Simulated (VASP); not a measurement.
# Cs2NbAuF6 (Fm-3m) in VASP: a series of runs

Runs on Cs2NbAuF6. Level: PBE. Tasks: single point.

Everything below comes from runs of VASP 6.6.1. Logs are shortened: lines on timing, memory, paths and dates and some standing lists are left out, and cuts for length are marked.

### 1 The cell of the first run

Symmetry: Fm-3m, No. 225, cubic system. Conventional cell: a = 10.416 Å, b = 10.416 Å, c = 10.416 Å, α = 90.00°, β = 90.00°, γ = 90.00°. Within 4.9 Å of Cs (site symmetry -43m) lie 12 F at 3.71 Å and 4 Nb at 4.51 Å and 4 Au at 4.51 Å. Nb (site symmetry m-3m) has 6 F at 2.14 Å within 2.8 Å. Au (site symmetry m-3m) has 6 F at 3.07 Å within 4.0 Å. Within 2.8 Å of F (site symmetry 4mm) lie 1 Nb at 2.14 Å.

### 2 Single point, PBE (strained)

File INCAR:

```
PREC = Accurate ; ENCUT = 520
EDIFF = 1E-7 ; ISMEAR = 0
SIGMA = 0.05 ; LREAL = False
LASPH = True ; NELM = 100
ALGO = Normal ; ISIF = 2
LWAVE = False ; LCHARG = True
GGA = PE ; LELF = True
LVHAR = True ; NBANDS = 53
```

File KPOINTS:

```
regular mesh
0
Gamma
  6 6 6
```

File POSCAR:

```
Cs2NbAuF6
1.0
    0.0000000000      5.2078369099      5.2078369099
    5.2078369099      0.0000000000      5.2078369099
    5.2078369099      5.2078369099      0.0000000000
Cs Nb Au F
2 1 1 6
Direct
    0.7500000000      0.7500000000      0.7500000000
    0.2500000000      0.2500000000      0.2500000000
    0.0000000000      0.0000000000      0.0000000000
    0.5000000000      0.5000000000      0.5000000000
    0.7944985238      0.2055014762      0.2055014762
    0.2055014762      0.2055014762      0.7944985238
    0.2055014762      0.7944985238      0.7944985238
    0.2055014762      0.7944985238      0.2055014762
    0.7944985238      0.2055014762      0.7944985238
    0.7944985238      0.7944985238      0.2055014762
```

Potentials or basis: VASP PAW PBE potentials, release 64 (Cs_sv, Nb_sv, Au, F).

The run is started by

```console
$ cat potpaw_PBE.64/Cs_sv/POTCAR potpaw_PBE.64/Nb_sv/POTCAR potpaw_PBE.64/Au/POTCAR potpaw_PBE.64/F/POTCAR > POTCAR
$ mpirun -np 1 vasp_std > vasp.out
```

OUTCAR:

```text
PREC = Accurate
   ENCUT = 520
   EDIFF = 1E-7
   ISMEAR = 0
   LREAL = False
   LASPH = True
   NELM = 100
   ISIF = 2
   GGA = PE

 ion  position               nearest neighbor table
   1  0.750  0.750  0.750-
   2  0.250  0.250  0.250-
   3  0.000  0.000  0.000-   5 2.14   6 2.14   7 2.14   8 2.14   9 2.14  10 2.14
   4  0.500  0.500  0.500-
   5  0.794  0.206  0.206-   3 2.14
   6  0.206  0.206  0.794-   3 2.14
   7  0.206  0.794  0.794-   3 2.14
   8  0.206  0.794  0.206-   3 2.14
   9  0.794  0.206  0.794-   3 2.14
  10  0.794  0.794  0.206-   3 2.14

  LATTYP: Found a face centered cubic cell.
 ALAT       =    10.4156738198

  Lattice vectors:

 A1 = (   0.0000000000,   5.2078369099,   5.2078369099)
 A2 = (   5.2078369099,   0.0000000000,   5.2078369099)
 A3 = (   5.2078369099,   5.2078369099,   0.0000000000)

Analysis of symmetry for initial positions (statically):
=====================================================================
 Subroutine PRICEL returns:
 Original cell was already a primitive cell.

 Routine SETGRP: Setting up the symmetry group for a
 face centered cubic supercell.

 Subroutine GETGRP returns: Found 48 space group operations
 (whereof 48 operations were pure point group operations)
 out of a pool of 48 trial point group operations.

The static configuration has the point symmetry O_h .

Analysis of symmetry for dynamics (positions and initial velocities):
=====================================================================
 Subroutine PRICEL returns:
 Original cell was already a primitive cell.

 Routine SETGRP: Setting up the symmetry group for a
 face centered cubic supercell.

 Subroutine GETGRP returns: Found 48 space group operations
 (whereof 48 operations were pure point group operations)
 out of a pool of 48 trial point group operations.

The dynamic configuration has the point symmetry O_h .

 Subroutine INISYM returns: Found 48 space group operations
 (whereof 48 operations are pure point group operations),
 and found     1 'primitive' translations

----------------------------------------------------------------------------------------

                                     Primitive cell

  volume of cell :     282.4894

  direct lattice vectors                    reciprocal lattice vectors
     0.000000000  5.207836910  5.207836910    -0.096009151  0.096009151  0.096009151
     5.207836910  0.000000000  5.207836910     0.096009151 -0.096009151  0.096009151
     5.207836910  5.207836910  0.000000000     0.096009151  0.096009151 -0.096009151

  length of vectors
     7.364993589  7.364993589  7.364993589     0.166292727  0.166292727  0.166292727

  position of ions in fractional coordinates (direct lattice)
     0.750000000  0.750000000  0.750000000
     0.250000000  0.250000000  0.250000000
     0.000000000  0.000000000  0.000000000
     0.500000000  0.500000000  0.500000000
     0.794498524  0.205501476  0.205501476
     0.205501476  0.205501476  0.794498524
     0.205501476  0.794498524  0.794498524
     0.205501476  0.794498524  0.205501476
     0.794498524  0.205501476  0.794498524
     0.794498524  0.794498524  0.205501476

  ion indices of the primitive-cell ions
   primitive index   ion index
                 1           1
                 2           2
                 3           3
                 4           4
                 5           5
                 6           6
                 7           7
                 8           8
                 9           9
                10          10

----------------------------------------------------------------------------------------

 KPOINTS: regular mesh

Automatic generation of k-mesh.
 Grid dimensions read from file:
 generate k-points for:    6    6    6

 Generating k-lattice:

  Cartesian coordinates                     Fractional coordinates (reciprocal lattice)
    -0.016001525  0.016001525  0.016001525     0.166666667  0.000000000  0.000000000
     0.016001525 -0.016001525  0.016001525     0.000000000  0.166666667  0.000000000
     0.016001525  0.016001525 -0.016001525     0.000000000  0.000000000  0.166666667

  Length of vectors
     0.027715455  0.027715455  0.027715455

  Shift w.r.t. Gamma in fractional coordinates (k-lattice)
     0.000000000  0.000000000  0.000000000

 Subroutine IBZKPT returns following result:
 ===========================================

 Found     16 irreducible k-points:

 Following reciprocal coordinates:
            Coordinates               Weight
  0.000000  0.000000  0.000000      1.000000
  0.166667  0.000000  0.000000      8.000000
  0.333333  0.000000  0.000000      8.000000
  0.500000  0.000000  0.000000      4.000000
  0.166667  0.166667  0.000000      6.000000
  0.333333  0.166667  0.000000     24.000000
[... 8 lines left out ...]
 -0.333333  0.333333  0.166667     24.000000
 -0.333333  0.500000  0.166667     12.000000
   k-points           NKPTS =     16   k-points in BZ     NKDIM =     16   number of bands    NBANDS=     53
   number of dos      NEDOS =    301   number of ions     NIONS =     10
   total plane-waves  NPLWV = 175616
   dimension x,y,z NGX =    56 NGY =   56 NGZ =   56
   dimension x,y,z NGXF=   112 NGYF=  112 NGZF=  112
   ions per type =               2   1   1   6
   NGX,Y,Z   is equivalent  to a cutoff of  12.64, 12.64, 12.64 a.u.
   NGXF,Y,Z  is equivalent  to a cutoff of  25.28, 25.28, 25.28 a.u.
 SYSTEM =  unknown system
   PREC   = accura    normal or accurate (medium, high low for compatibility)
   ISTART =      0    job   : 0-new  1-cont  2-samecut
   ICHARG =      2    charge: 1-file 2-atom 10-const
   ISPIN  =      1    spin polarized calculation?
   LNONCOLLINEAR =      F non collinear calculations
   LSORBIT =      F    spin-orbit coupling
   LASPH  =      T    aspherical Exc in radial PAW
   ENCUT  =  520.0 eV  38.22 Ry    6.18 a.u.  13.69 13.69 13.69*2*pi/ulx,y,z
   NELM   =    100;   NELMIN=  2; NELMDL= -5     # of ELM steps
   EDIFF  = 0.1E-06   stopping-criterion for ELM
   LREAL  =      F    real-space projection
   EDIFFG = 0.1E-05   stopping-criterion for IOM
   NSW    =      0    number of steps for IOM
   IBRION =     -1    ionic relax: 0-MD 1-quasi-New 2-CG
   NFREE  =      0    steps in history (QN), initial steepest desc. (CG)
   ISIF   =      2    stress and relaxation
   ISYM   =      2    0-nonsym 1-usesym 2-fastsym
   POTIM  = 0.5000    time-step for ionic-motion
   TEBEG  =    0.0;   TEEND  =   0.0 temperature during run
   PSTRESS=    0.0 pullay stress
   NELECT =      84.0000    total number of electrons
   NUPDOWN=      -1.0000    fix difference up-down
   EMIN   =  10.00;   EMAX   =-10.00  energy-range for DOS
   EFERMI =   0.00;   METHOD = LEGACY
   ISMEAR =     0;   SIGMA  =   0.05  broadening in eV -4-tet -1-fermi 0-gaus
   EFERMI_NEDOS =   21; number of points for ismear=-14 and -15
   IALGO  =     38    algorithm
   IMIX   =      4    mixing-type and parameters
     AMIX     =   0.40;   BMIX     =  1.00
     AMIX_MAG =   1.60;   BMIX_MAG =  1.00
  volume/ion in A,a.u.               =      28.25       190.63
  Fermi-wavevector in a.u.,A,eV,Ry     =   1.092699  2.064902 16.245236  1.193991
  Thomas-Fermi vector in A             =   2.228970
   LORBIT       =      0    0 simple, 1 ext, 2 COOP (PROOUT), +10 PAW based schemes
   GGA     = PE    functional components
   LHFCALC =     F    Hartree Fock is set to
   AEXX    =    0.0000 exact exchange contribution
   IVDW    =     0    specifies the selected vdW correction
   LEPSILON=     F    determine dielectric tensor
   LRPA    =     F    only Hartree local field effects (RPA)
 non-spin polarized calculation
 Gauss-broadening in eV      SIGMA  =   0.05
  energy-cutoff  :      520.00
  volume of cell :      282.49
 maximum number of plane-waves:      7648
   NGX = 27   NGY = 27   NGZ = 27

 number of electron      84.0000041 magnetization

 Free energy of the ion-electron system (eV)
  ---------------------------------------------------
  ext. energy  EPLUGINS =         0.00000000
  ---------------------------------------------------
  free energy    TOTEN  =       -48.55293652 eV

  energy without entropy =      -48.50313037  energy(sigma->0) =      -48.52803344

 E-fermi :   0.6718     XC(G=0):  -7.4537

 val. band max:        0.6482096079   @ k =  -0.3333   0.3333   0.1667
 cond. band min:       0.6834393098   @ k =   0.3333   0.0000   0.0000
 fundamental gap:      0.0352297019
 Fermi energy:         0.6717925363

 k-point     1 :       0.0000    0.0000    0.0000
  band No.  band energies     occupation
      1     -57.4967      2.00000
      2     -33.4376      2.00000
      3     -33.4376      2.00000
      4     -33.4376      2.00000
      5     -22.9142      2.00000
      6     -22.8061      2.00000
[... 45 lines left out ...]
     52       5.1050      0.00000
     53       5.1050      0.00000

 k-point     2 :       0.1667    0.0000    0.0000
  band No.  band energies     occupation
      1     -57.4967      2.00000
      2     -33.4376      2.00000
      3     -33.4376      2.00000
      4     -33.4376      2.00000
      5     -22.9126      2.00000
      6     -22.8063      2.00000
[... 45 lines left out ...]
     52       5.1884      0.00000
     53       5.2128      0.00000

 k-point     3 :       0.3333    0.0000    0.0000
  band No.  band energies     occupation
      1     -57.4967      2.00000
      2     -33.4376      2.00000
      3     -33.4376      2.00000
      4     -33.4376      2.00000
      5     -22.9096      2.00000
      6     -22.8065      2.00000
[... 45 lines left out ...]
     52       5.4522      0.00000
     53       5.6310      0.00000
[... 617 lines left out ...]
 k-point    15 :      -0.3333    0.3333    0.1667
  band No.  band energies     occupation
      1     -57.4967      2.00000
      2     -33.4376      2.00000
      3     -33.4376      2.00000
      4     -33.4376      2.00000
      5     -22.9068      2.00000
      6     -22.8080      2.00000
[... 45 lines left out ...]
     52       5.6896      0.00000
     53       5.7526      0.00000

 k-point    16 :      -0.3333    0.5000    0.1667
  band No.  band energies     occupation
      1     -57.4967      2.00000
      2     -33.4376      2.00000
      3     -33.4376      2.00000
      4     -33.4376      2.00000
      5     -22.9063      2.00000
      6     -22.8086      2.00000
[... 45 lines left out ...]
     52       5.5116      0.00000
     53       5.7078      0.00000

------------------------ aborting loop because EDIFF is reached ----------------------------------------

  FORCE on cell =-STRESS in cart. coord.  units (eV):
  Direction    XX          YY          ZZ          XY          YZ          ZX
  --------------------------------------------------------------------------------------
  -------------------------------------------------------------------------------------
  Total      -12.1409296    -12.1409296    -12.1409296      0.0000000      0.0000000      0.0000000
  in kB      -68.8589509    -68.8589509    -68.8589509      0.0000000      0.0000000      0.0000000
  external PRESSURE =     -68.8589509 kB  Pullay stress =       0.0000000 kB

 VOLUME and BASIS-vectors are now :
 -----------------------------------------------------------------------------
  energy-cutoff  :      520.00
  volume of cell :      282.49
      direct lattice vectors                 reciprocal lattice vectors
     0.000000000  5.207836910  5.207836910    -0.096009151  0.096009151  0.096009151
     5.207836910  0.000000000  5.207836910     0.096009151 -0.096009151  0.096009151
     5.207836910  5.207836910  0.000000000     0.096009151  0.096009151 -0.096009151

 POSITION                                       TOTAL-FORCE (eV/Angst)
 -----------------------------------------------------------------------------------
      7.81176      7.81176      7.81176        -0.000000      0.000000      0.000000
      2.60392      2.60392      2.60392        -0.000000      0.000000      0.000000
      0.00000      0.00000      0.00000        -0.000000     -0.000000      0.000000
      5.20784      5.20784      5.20784        -0.000000      0.000000      0.000000
      2.14044      5.20784      5.20784        -2.660803      0.000000      0.000000
      5.20784      5.20784      2.14044        -0.000000      0.000000     -2.660803
      8.27524      5.20784      5.20784         2.660803      0.000000      0.000000
      5.20784      2.14044      5.20784        -0.000000     -2.660803      0.000000
      5.20784      8.27524      5.20784        -0.000000      2.660803      0.000000
      5.20784      5.20784      8.27524        -0.000000      0.000000      2.660803
 -----------------------------------------------------------------------------------
    total drift:                               -0.000000     -0.000000      0.000000

  FREE ENERGIE OF THE ION-ELECTRON SYSTEM (eV)
  ---------------------------------------------------
  free  energy   TOTEN  =       -48.5529365166 eV

  energy  without entropy=      -48.5031303680  energy(sigma->0) =      -48.52803344
```

Run time: 7.5 min. Hardware: 1 thread of Intel Xeon Platinum 8488C (Sapphire Rapids), shared host; peak memory 0.58 GiB.

Results:

* Free energy: -48.5529 eV
* Pressure: -6.9 GPa
* Largest force: 2.661 eV/Å

Forces in eV/Å, atoms in the order of the input:
```
Cs   0.000  0.000  0.000
Cs   0.000  0.000  0.000
Nb   0.000  0.000  0.000
Au   0.000  0.000  0.000
F   -2.661  0.000  0.000
F    0.000  0.000 -2.661
F    2.661  0.000  0.000
F    0.000 -2.661  0.000
F    0.000  2.661  0.000
F    0.000  0.000  2.661
```

Caveat: the cell differs from its parent crystal (strained); the cell stands under tension; spin-orbit coupling is left out, which moves the levels of the heavy elements; forces of over 1 eV/Å act on the atoms, so gaps and moduli don't describe the material at rest.

### 3 Single point, PBE (strained)

File INCAR:

```
SYSTEM = Cs2NbAuF6
ALGO = Normal
EDIFF = 1E-7
ENCUT = 520
GGA = PE
ISIF = 2
ISMEAR = 0
LASPH = .TRUE.
LCHARG = .FALSE.
LREAL = .FALSE.
LWAVE = .FALSE.
NBANDS = 53
NELM = 100
PREC = Accurate
SIGMA = 0.05
```

File KPOINTS:

```
k-points
0
G
  6 6 6
  0 0 0
```

File POSCAR:

```
Cs2NbAuF6
1.0
    0.0000000000      4.8852008432      4.8852008432
    4.8852008432      0.0000000000      4.8852008432
    4.8852008432      4.8852008432      0.0000000000
Cs Nb Au F
2 1 1 6
Direct
    0.7500000000      0.7500000000      0.7500000000
    0.2500000000      0.2500000000      0.2500000000
    0.0000000000      0.0000000000      0.0000000000
    0.5000000000      0.5000000000      0.5000000000
    0.8111859429      0.1888140571      0.1888140571
    0.1888140571      0.1888140571      0.8111859429
    0.1888140571      0.8111859429      0.8111859429
    0.1888140571      0.8111859429      0.1888140571
    0.8111859429      0.1888140571      0.8111859429
    0.8111859429      0.8111859429      0.1888140571
```

Potentials or basis: VASP PAW PBE potentials, release 64 (Cs_sv, Nb_sv, Au, F).

The run is started by

```console
$ cat potpaw_PBE.64/Cs_sv/POTCAR potpaw_PBE.64/Nb_sv/POTCAR potpaw_PBE.64/Au/POTCAR potpaw_PBE.64/F/POTCAR > POTCAR
$ mpirun -np 1 vasp_std > vasp.out
```

Wall time 4.6 min (1 thread of Intel Xeon Platinum 8488C (Sapphire Rapids), shared host); peak memory 0.51 GiB.

The run converged. Its results:

```yaml
Free_energy: -50.1150 eV
Pressure: 8.0 GPa
Largest_force: 2.290 eV/Å
Band_gap_on_the_k_mesh: 0.94 eV
```

Forces on the atoms (eV/Å):
```
Cs   0.000  0.000  0.000
Cs   0.000  0.000  0.000
Nb   0.000  0.000  0.000
Au   0.000  0.000  0.000
F    2.290  0.000  0.000
F    0.000  0.000  2.290
F   -2.290  0.000  0.000
F    0.000  2.290  0.000
F    0.000 -2.290  0.000
F    0.000  0.000 -2.290
```

Levels at points of the mesh, in eV from the valence-band top:
```csv
k point,band 38,band 39,band 40,band 41,band 42,band 43,band 44,band 45,band 46,band 47
"(0.00, 0.00, 0.00)",-0.95,-0.95,-0.83,-0.83,-0.42,0.99,0.99,0.99,3.68,3.68
"(0.50, 0.00, 0.00)",-0.94,-0.94,-0.75,-0.75,0.00,0.94,0.97,0.97,3.18,3.77
"(0.50, 0.50, 0.00)",-0.94,-0.94,-0.81,-0.79,-0.18,0.95,1.01,1.01,2.92,4.14
```

Caveat: the cell differs from its parent crystal (strained); the cell stands under pressure; spin-orbit coupling is left out, which moves the levels of the heavy elements; forces of over 1 eV/Å act on the atoms, so gaps and moduli don't describe the material at rest.

### 4 Single point, PBE (strained and its atoms moved)

File INCAR:

```
PREC     = Accurate       # precision mode
ENCUT    = 520            # plane-wave cutoff, eV
EDIFF    = 1E-6           # SCF threshold, eV
ISMEAR   = 0              # smearing method
SIGMA    = 0.05           # smearing width, eV
LREAL    = False          # projectors in reciprocal space
LASPH    = True           # aspherical terms in the spheres
NELM     = 80             # most SCF steps
ALGO     = Normal         # electronic algorithm
ISIF     = 2              # what is computed and relaxed
LWAVE    = False          # write WAVECAR
LCHARG   = True           # write CHGCAR
GGA      = PE             # functional
LELF     = True           # ELF
LVHAR    = True         
NBANDS   = 53             # bands
```

File KPOINTS:

```
Automatic mesh
0
Gamma
  6 6 6
```

File POSCAR:

```
Cs2NbAuF6
1.0
    0.0000000000      5.1242110092      5.1242110092
    5.1242110092      0.0000000000      5.1242110092
    5.1242110092      5.1242110092      0.0000000000
Cs Nb Au F
2 1 1 6
Direct
    0.7500000000      0.7500000000      0.7500000000
    0.2500000000      0.2500000000      0.2500000000
    0.0000000000      0.0000000000      0.0000000000
    0.5000000000      0.5000000000      0.5000000000
    0.8265897143      0.1734102857      0.1734102857
    0.1734102857      0.1734102857      0.8265897143
    0.1734102857      0.8265897143      0.8265897143
    0.1734102857      0.8265897143      0.1734102857
    0.8265897143      0.1734102857      0.8265897143
    0.8265897143      0.8265897143      0.1734102857
```

The run is started by

```console
$ cat potpaw_PBE.64/Cs_sv/POTCAR potpaw_PBE.64/Nb_sv/POTCAR potpaw_PBE.64/Au/POTCAR potpaw_PBE.64/F/POTCAR > POTCAR
$ mpirun -np 1 vasp_std > vasp.out
```

Wall time 4.5 min (1 thread of Intel Xeon Platinum 8488C (Sapphire Rapids), shared host); peak memory 0.53 GiB.

The run converged. Its results:

- Free energy: -48.7438 eV
- Pressure: 12.3 GPa
- Largest force: 5.836 eV/Å
- Band gap on the k mesh: 2.25 eV

Forces on the atoms (eV/Å):
```
Cs   0.000  0.000  0.000
Cs   0.000  0.000  0.000
Nb   0.000  0.000  0.000
Au   0.000  0.000  0.000
F    5.836  0.000  0.000
F    0.000  0.000  5.836
F   -5.836  0.000  0.000
F    0.000  5.836  0.000
F    0.000 -5.836  0.000
F    0.000  0.000 -5.836
```

Levels at points of the mesh, in eV from the valence-band top:
```
           k point  band 40  band 41  band 42  band 43  band 44  band 45
(0.00, 0.00, 0.00)    -0.60    -0.60    -0.30     2.35     2.35     2.35
(0.50, 0.00, 0.00)    -0.56    -0.56     0.00     2.25     2.34     2.34
(0.50, 0.50, 0.00)    -0.59    -0.58    -0.07     2.25     2.39     2.39
```

Caveat: the cell differs from its parent crystal (strained and its atoms moved); the cell stands under pressure; spin-orbit coupling is left out, which moves the levels of the heavy elements; forces of over 1 eV/Å act on the atoms, so gaps and moduli don't describe the material at rest. A k mesh can miss the band edges.

### 5 Overview

```csv
cell,gap on the mesh (eV),pressure (GPa),largest force (eV/Å)
"a = 7.365 Å, angles 60.0°, 10 atoms, atomic positions A",-,-6.9,2.66
"a = 6.909 Å, angles 60.0°, 10 atoms, atomic positions B",0.94,8.0,2.29
"a = 7.247 Å, angles 60.0°, 10 atoms, atomic positions C",2.25,12.3,5.84
```

Alike in all rows: task single point; level PBE; potentials or basis VASP PAW PBE potentials, release 64 (Cs_sv, Nb_sv, Au, F); no spin polarisation; k mesh 6 × 6 × 6; cutoff (eV) 520; smearing gaussian 0.05 eV.

Caveats: spin-orbit coupling is left out, which moves the levels of the heavy elements; forces of over 1 eV/Å act on the atoms, so gaps and moduli don't describe the material at rest; the cell stands under pressure (at least some runs); the cell stands under tension (at least some runs).

Absolute energies hang on the potentials; compare differences alone.
